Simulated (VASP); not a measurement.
# CoO (I4/mmm) in VASP: a series of runs, part 2 of 2

VASP 6.6.1. The steps go on from the part before.

**3. Electric field gradients, LDA, collinear spin, ferromagnetic start (9.49 Å³/atom)**

This run uses another cell than the first one, of 9.49 Å³/atom.

INCAR

```
PREC = Accurate ; ENCUT = 520
EDIFF = 1E-8 ; ISMEAR = -1
SIGMA = 0.03 ; LREAL = F
LASPH = T ; NELM = 150
ALGO = Normal ; ISIF = 2
LWAVE = F ; LCHARG = F
ISPIN = 2 ; MAGMOM = 2 0
LORBIT = 11 ; LMAXMIX = 4
GGA = CA ; LEFG = T
ISYM = 0 ; NBANDS = 18
KPAR = 4
```

KPOINTS

```
regular mesh
0
Gamma
  13 13 15
```

POSCAR

```
CoO
1.0
   -1.5029566364      1.5029566364      2.1002022435
    1.5029566364     -1.5029566364      2.1002022435
    1.5029566364      1.5029566364     -2.1002022435
Co O
1 1
Direct
    0.0000000000      0.0000000000      0.0000000000
    0.5000000000      0.5000000000      0.0000000000
```

Potentials or basis: VASP PAW LDA potentials, release 64 (Co, O).

Launch:

```console
cat potpaw_LDA.64/Co/POTCAR potpaw_LDA.64/O/POTCAR > POTCAR
mpirun -np 4 vasp_std > vasp.out
```

OUTCAR:

```text
PREC = Accurate
   ENCUT = 520
   EDIFF = 1E-8
   ISMEAR = -1
   LREAL = F
   LASPH = T
   NELM = 150
   ISIF = 2
   ISPIN = 2
   LORBIT = 11
   GGA = CA
   ISYM = 0

 ion  position               nearest neighbor table
   1  0.000  0.000  0.000-   2 2.10   2 2.10   2 2.13   2 2.13   2 2.13   2 2.13
   2  0.500  0.500  0.000-   1 2.10   1 2.10   1 2.13   1 2.13   1 2.13   1 2.13

IMPORTANT INFORMATION: All symmetrisations will be switched off!
NOSYMM: (Re-)initialisation of all symmetry stuff for point group C_1.

----------------------------------------------------------------------------------------

                                     Primitive cell

  volume of cell :      18.9764

  direct lattice vectors                    reciprocal lattice vectors
    -1.502956636  1.502956636  2.100202244     0.000000000  0.332677596  0.238072310
     1.502956636 -1.502956636  2.100202244     0.332677596  0.000000000  0.238072310
     1.502956636  1.502956636 -2.100202244     0.332677596  0.332677596  0.000000000

  length of vectors
     2.988077436  2.988077436  2.988077436     0.409087775  0.409087775  0.470477168

  position of ions in fractional coordinates (direct lattice)
     0.000000000  0.000000000  0.000000000
     0.500000000  0.500000000  0.000000000

  ion indices of the primitive-cell ions
   primitive index   ion index
                 1           1
                 2           2

[... 1167 lines left out ...]
  --------------------------------------------------------------------------------------
  -------------------------------------------------------------------------------------
  Total       -2.2632624     -2.2632623     -2.3122445      0.0097136      0.0025182      0.0025183
  in kB     -191.0871530   -191.0871443   -195.2227038      0.8201181      0.2126132      0.2126176
  external PRESSURE =    -192.4656670 kB  Pullay stress =       0.0000000 kB

 VOLUME and BASIS-vectors are now :
 -----------------------------------------------------------------------------
  energy-cutoff  :      520.00
  volume of cell :       18.98
      direct lattice vectors                 reciprocal lattice vectors
    -1.502956636  1.502956636  2.100202244     0.000000000  0.332677596  0.238072310
     1.502956636 -1.502956636  2.100202244     0.332677596  0.000000000  0.238072310
     1.502956636  1.502956636 -2.100202244     0.332677596  0.332677596  0.000000000

 POSITION                                       TOTAL-FORCE (eV/Angst)
 -----------------------------------------------------------------------------------
      0.00000      0.00000      0.00000         0.000012      0.000000     -0.000000
      0.00000      0.00000      2.10020        -0.000012     -0.000000      0.000000
 -----------------------------------------------------------------------------------
    total drift:                                0.000000      0.000000      0.000000

  FREE ENERGIE OF THE ION-ELECTRON SYSTEM (eV)
  ---------------------------------------------------
  free  energy   TOTEN  =       -14.6935200672 eV

  energy  without entropy=      -14.6814015949  energy(sigma->0) =      -14.68746083

 Electric field gradients (V/A^2)
---------------------------------------------------------------------
 ion       V_xx      V_yy      V_zz      V_xy      V_xz      V_yz
---------------------------------------------------------------------
   1      -0.568    -0.568     1.135    -0.121     0.012     0.012
   2      -0.791    -0.791     1.581    -0.233     0.179     0.179
---------------------------------------------------------------------

 Electric field gradients after diagonalization (V/A^2)
 (convention: |V_zz| > |V_xx| > |V_yy|)
----------------------------------------------------------------------
 ion       V_xx      V_yy      V_zz     asymmetry (V_yy - V_xx)/ V_zz
----------------------------------------------------------------------
   1      -0.688    -0.447     1.135       0.212
   2      -1.048    -0.557     1.606       0.306
----------------------------------------------------------------------

           NMR quadrupolar parameters

 Cq : quadrupolar parameter    Cq=e*Q*V_zz/h
 eta: asymmetry parameters     (V_yy - V_xx)/ V_zz
 Q  : nuclear electric quadrupole moment in mb (millibarn)
----------------------------------------------------------------------
 ion       Cq(MHz)       eta       Q (mb)
----------------------------------------------------------------------
   1       0.003       0.212       1.000
   2       0.004       0.306       1.000
----------------------------------------------------------------------

 total charge

# of ion       s       p       d       tot
------------------------------------------
    1        0.300   0.368   7.212   7.880
    2        1.547   3.382   0.000   4.929
--------------------------------------------------
tot          1.847   3.750   7.212  12.809

 magnetization (x)

# of ion       s       p       d       tot
------------------------------------------
    1        0.019   0.017   2.247   2.283
    2        0.028   0.229   0.000   0.257
--------------------------------------------------
tot          0.047   0.246   2.247   2.540
```

OSZICAR:

```text
N       E                     dE             d eps       ncg     rms          rms(c)
DAV:   1     0.750935832795E+02    0.75094E+02   -0.65606E+03 95082   0.968E+02
DAV:   2    -0.123183713627E+02   -0.87412E+02   -0.75618E+02 96008   0.222E+02
DAV:   3    -0.170441640728E+02   -0.47258E+01   -0.45501E+01106384   0.547E+01
[... 10 lines left out ...]
DAV:  14    -0.146935212620E+02   -0.31199E-05   -0.52971E-06129860   0.444E-02    0.192E-02
DAV:  15    -0.146935206658E+02    0.59617E-06   -0.85976E-06130020   0.156E-02    0.953E-03
DAV:  16    -0.146935202638E+02    0.40205E-06   -0.11536E-06129136   0.125E-02    0.524E-03
DAV:  17    -0.146935200383E+02    0.22542E-06   -0.10348E-06130120   0.909E-03    0.358E-03
DAV:  18    -0.146935200647E+02   -0.26406E-07   -0.64833E-08100252   0.297E-03    0.246E-03
DAV:  19    -0.146935200672E+02   -0.24784E-08   -0.77981E-09 53742   0.105E-03
   1 F= -.14693520E+02 E0= -.14687461E+02  d E =-.121185E-01  mag=     2.5946
```

stdout:

```text
POSCAR found type information on POSCAR CoO
 POSCAR found :  2 types and       2 ions
 scaLAPACK will be used
 LDA part: xc-table for (Slater(with rela. corr.)+CA(PZ))
 , standard interpolation
 -----------------------------------------------------------------------------
[... 37 lines left out ...]
     0.0000403     0.0753456    -0.0560200    -0.2754199    -0.0560201     0.0000003
     0.0000555     0.0753456    -0.0560200    -0.2754199    -0.0560201     0.0000003
     0.0000765     0.0753456    -0.0560200    -0.2754199    -0.0560201     0.0000003

     0.0000293     0.2214966    -0.1646858    -1.1299772    -0.1646858    -0.0000001
     0.0000403     0.2214966    -0.1646858    -1.1299770    -0.1646858    -0.0000001
     0.0000555     0.2214965    -0.1646858    -1.1299766    -0.1646858    -0.0000001
     0.0000765     0.2214964    -0.1646857    -1.1299760    -0.1646857    -0.0000001
```

Run time: 11 min. Hardware: 4 MPI ranks of Oxide Virtual Turin-like, shared host; peak memory 0.67 GiB.

What came out:

* Free energy: -14.6935 eV
* Pressure: -19.2 GPa
* Net moment: 2.59 μB per cell
* Site moments: Co +2.28; O +0.26 μB
* Largest electric field gradient by atom: Co +1.1; O +1.6 V/Å²
* Valence electrons inside the program's atomic spheres: Co 7.88; O 4.93

Stress tensor (GPa, compression positive):
```
-19.11   0.08   0.02
  0.08 -19.11   0.02
  0.02   0.02 -19.52
```

Levels at points of the mesh, in eV from the Fermi level:
Spin up:
```
           k point  band 7  band 8  band 9  band 10  band 11  band 12
(0.00, 0.00, 0.00)   -2.89   -2.89   -2.86     1.04    16.67    18.09
```
Spin down:
| k point | band 3 | band 4 | band 5 | band 6 | band 7 | band 8 | band 9 | band 10 |
| --- | --- | --- | --- | --- | --- | --- | --- | --- |
| (0.00, 0.00, 0.00) | -2.90 | -2.90 | -1.17 | -1.17 | -1.11 | -0.51 | -0.50 | 1.52 |

Electric field gradients, principal values (V/Å²):
| atom | least | middle | greatest (by size) |
| --- | --- | --- | --- |
| 1 Co | -0.447 | -0.688 | 1.135 |
| 2 O | -0.557 | -1.048 | 1.606 |

Caveat: the cell stands under tension; without QUAD_EFG the Cq values of the log hold for a quadrupole moment of 1 mb, not for the nuclei; a cell with one magnetic atom can't hold antiferromagnetic order, which such compounds often take; semilocal functionals often make such compounds metallic where correlation or magnetic order opens a gap, which also shifts bond lengths. With open d or f shells a metallic result of LDA can be an artefact of self-interaction; +U or a hybrid may open a gap.
